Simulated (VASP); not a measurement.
# Na3Sb3Au: single point with PBE

The system is Na3Sb3Au.

```xyz
7
Lattice="5.9858 0.0000 0.0000 0.0000 5.9858 0.0000 0.0000 0.0000 5.9858" Properties=species:S:1:pos:R:3 pbc="T T T"
Na    2.9929    2.9929    0.0000
Na    0.0000    2.9929    2.9929
Na    2.9929    0.0000    2.9929
Sb    2.9929    0.0000    0.0000
Sb    0.0000    2.9929    0.0000
Sb    0.0000    0.0000    2.9929
Au    2.9929    2.9929    2.9929
```

| Quantity | Value |
| --- | --- |
| Program | VASP 6.6.1 |
| Task | single point |
| Functional | PBE |
| Potentials or basis | VASP PAW PBE potentials, release 64 (Na_pv, Sb, Au) |
| Cutoff | 520 eV |
| k mesh | 6 × 6 × 6 |
| Occupations | gaussian, width 0.1 eV |
| Spin | no spin polarisation |
| Dipole correction | no |
| Further INCAR settings | ALGO = Normal; EDIFF = 1e-07; NBANDS = 32 |

```json
{
 "Pressure": "0.0 GPa"
}
```

Levels at points of the mesh, in eV from the Fermi level:
| k point | band 22 | band 23 | band 24 | band 25 | band 26 | band 27 |
| --- | --- | --- | --- | --- | --- | --- |
| (0.00, 0.00, 0.00) | -0.20 | -0.20 | -0.20 | 1.00 | 1.00 | 1.00 |
| (0.50, 0.00, 0.00) | -0.95 | -0.48 | -0.39 | 0.38 | 0.77 | 0.77 |
| (0.50, 0.50, 0.00) | -0.53 | -0.53 | -0.50 | -0.28 | 0.89 | 1.27 |
| (0.50, 0.50, 0.50) | -2.09 | 0.85 | 0.85 | 0.85 | 1.31 | 1.31 |

Wall time 2.3 min on 1 thread of Intel(R) Xeon(R) Platinum 8259CL CPU @ 2.50GHz (Skylake/Cascade Lake), with other jobs on the host, peak memory 0.39 GiB.

Caveat: spin-orbit coupling is left out, which moves the levels of the heavy elements.
